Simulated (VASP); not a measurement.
Input of a VASP 6.6.1 run:

File INCAR:

```
SYSTEM = Zn2NF
ALGO = Fast ; EDIFF = 1E-6
ENCUT = 520 ; GGA = PE
ISIF = 2 ; ISMEAR = 0
LASPH = .TRUE. ; LCHARG = .FALSE.
LREAL = .FALSE. ; LWAVE = .FALSE.
NBANDS = 26 ; NELM = 60
PREC = Accurate ; SIGMA = 0.1
```

File KPOINTS:

```
k-points
0
G
  18 18 8
  0 0 0
```

The input POSCAR:

```
Zn2NF
1.0
    3.1045884544      0.0000000000      0.0000000000
   -1.5522942272      2.6886524698      0.0000000000
    0.0000000000      0.0000000000      5.5582611444
Zn N F
2 1 1
Direct
    0.3333333333      0.6666666667      0.7914993158
    0.3333333333      0.6666666667      0.2085006842
    0.6666666667      0.3333333333      0.0000000000
    0.0000000000      0.0000000000      0.5000000000
```

Potentials or basis: VASP PAW PBE potentials, release 64 (Zn, N, F).

The run is started by

```bash
$ cat potpaw_PBE.64/Zn/POTCAR potpaw_PBE.64/N/POTCAR potpaw_PBE.64/F/POTCAR > POTCAR
$ mpirun -np 1 vasp_std > vasp.out
```

(1) Predict the pressure.

(2) Estimate the band gap on the k mesh.

(3) What does it give for the largest force?

Answers

(1) 0.5 GPa.

(2) zero (bands 18 and 19 overlap by 0.14 eV).

(3) 0.028 eV/Å.

Caveat: semilocal functionals underestimate gaps, and a narrow one can read as zero.
